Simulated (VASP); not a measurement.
A run of VASP 6.6.1 is set up as follows.

File INCAR:

```
SYSTEM = Sb3Au
  ALGO = Normal
  EDIFF = 1E-8
  ENCUT = 520
  GGA = CA
  ISIF = 2
  ISMEAR = -1
  LASPH = .TRUE.
  LCHARG = .FALSE.
  LEFG = .TRUE.
  LREAL = .FALSE.
  LWAVE = .FALSE.
  NBANDS = 21
  NELM = 60
  PREC = Accurate
  SIGMA = 0.05
```

The input KPOINTS:

```
k-points
0
G
  10 10 10
  0 0 0
```

File POSCAR:

```
Sb3Au
1.0
   -3.0400000000      3.0400000000      3.0704000000
    3.0400000000     -3.0400000000      3.0704000000
    3.0400000000      3.0400000000     -3.0704000000
Sb Au
3 1
Direct
    0.0000000000      0.5000000000      0.5000000000
    0.5000000000      0.0000000000      0.5000000000
    0.5000000000      0.5000000000      0.0000000000
    0.0000000000      0.0000000000      0.0000000000
```

Potentials or basis: VASP PAW LDA potentials, release 64 (Sb, Au).

Command:

```sh
$ cat potpaw_LDA.64/Sb/POTCAR potpaw_LDA.64/Au/POTCAR > POTCAR
$ mpirun -np 1 vasp_std > vasp.out
```

(1) Predict the band gap on the k mesh.

(2) Predict the pressure.

Answers

(1) zero (bands 13 and 14 overlap by 2.62 eV).

(2) -8.1 GPa.

Caveat: the cell differs from its parent crystal (zz strain of +1 %); the cell stands under tension; without QUAD_EFG the Cq values of the log hold for a quadrupole moment of 1 mb, not for the nuclei; spin-orbit coupling is left out, which moves the levels of the heavy elements.
